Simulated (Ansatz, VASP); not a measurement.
# Two plane-wave programs on Cs

Contents of INCAR:

```
SYSTEM = Cs
ALGO = Normal ; EDIFF = 1E-6
ENCUT = 520 ; ISIF = 2
ISMEAR = -1 ; LASPH = .True.
LCHARG = .False. ; LREAL = .False.
LWAVE = .False. ; NBANDS = 20
NELM = 100 ; PREC = Accurate
SIGMA = 0.1
```

KPOINTS

```
k-points
0
Gamma
  5 5 7
  0 0 0
```

The input POSCAR:

```
Cs
1.0
    7.9987541464      0.0000000000      0.0000000000
   -3.9993770732      6.9271242894      0.0000000000
    0.0000000000      0.0000000000      4.7863144687
Cs
3
Direct
    0.0000000000      1.0000000000      0.0000000000
    0.3333333333      0.6666666667      0.5000000000
    0.6666666667      0.3333333333      0.5000000000
```

Input for Ansatz:

```yaml
crystal:
  lattice:
    - [7.9987541464, 0.0, 0.0]
    - [-3.9993770732, 6.9271242894, 0.0]
    - [0.0, 0.0, 4.7863144687]
  atoms:
    - { symbol: Cs, position: [0.0, 1.0, 0.0] }
    - { symbol: Cs, position: [0.3333333333, 0.6666666667, 0.5] }
    - { symbol: Cs, position: [0.6666666667, 0.3333333333, 0.5] }
hamiltonian:
  xc: lda
  pseudopotentials:
    kind: paw
    azcp:
      Cs: "pseudopotentials/Cs.paw.azcp"
basis:
  ecutwfc: 420
  fft_grid_basis: typed
kpoints:
  mp_grid: { grid: [5, 5, 7], shift: [0, 0, 0] }
magnetization:
  spin_polarized: false
scf:
  occupations: { method: fermi_dirac, width: 0.1 }
  lower_state_search: "off"
output:
  stress: true
```

Alike in both runs: task single point; functional LDA; k mesh 5 × 5 × 7; occupations fermi-dirac, width 0.1 eV; no spin polarisation.

|  | VASP | Ansatz |
| --- | --- | --- |
| version | VASP 6.6.1 | Ansatz 0.2.0 |
| potentials or method | VASP PAW LDA potentials, release 64 (Cs_sv), cutoff 520 eV | plane waves (420 eV) with PAW, scalar-relativistic |
| valence electrons in the cell | 27 | 27 |

|  | VASP | Ansatz | Ansatz less VASP |
| --- | --- | --- | --- |
| pressure (GPa) | 0.2 | 0.2 | +0.01 |

Ansatz warns that its potentials were made for another functional, while VASP's fit it. LDA's correlation is that of Perdew and Zunger in VASP and of Perdew and Wang (1992) in Ansatz.

Spin-orbit coupling is off throughout.
